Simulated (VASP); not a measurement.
Set up this calculation in VASP 6.6.1, as the native input.

| Item | Value |
| --- | --- |
| Task | single point |
| Functional | PBE |
| Potentials or basis | VASP PAW PBE potentials, release 64 (Ga_d, N) |
| Cutoff | 600 eV |
| k mesh | 6 × 6 × 6 |
| Occupations | gaussian, width 0.1 eV |
| Spin | no spin polarisation |
| Dipole correction | no |
| Further INCAR settings | ALGO = Normal; EDIFF = 1e-06; NBANDS = 16 |

The structure of GaN lies in POSCAR:

```
GaN
1.0
    0.0000000000      2.2535006075      2.2535006075
    2.2535006075      0.0000000000      2.2535006075
    2.2535006075      2.2535006075      0.0000000000
Ga N
1 1
Direct
    0.0000000000      0.0000000000      0.0000000000
    0.7500000000      0.7500000000      0.7500000000
```

One way to write it, as run:

INCAR

```
SYSTEM = GaN
  ALGO = Normal
  EDIFF = 1E-6
  ENCUT = 600
  GGA = PE
  GGA_COMPAT = .False.
  ISIF = 2
  ISMEAR = 0
  LASPH = .True.
  LCHARG = .False.
  LREAL = .False.
  LWAVE = .False.
  NBANDS = 16
  NELM = 120
  PREC = Accurate
  SIGMA = 0.1
```

KPOINTS

```
k-points
0
Gamma
  6 6 6
  0 0 0
```

Potentials or basis: VASP PAW PBE potentials, release 64 (Ga_d, N).

Run with:

```bash
$ cat potpaw_PBE.64/Ga_d/POTCAR potpaw_PBE.64/N/POTCAR > POTCAR
$ mpirun -np 1 vasp_std > vasp.out
```

It gave:

The pressure is 4.9 GPa and the band gap on the k mesh is 1.72 eV, direct.

Run time: 7 s on 1 thread of AMD EPYC 9R45 96-Core Processor (Zen 5) (shared host), peak memory 0.12 GiB.
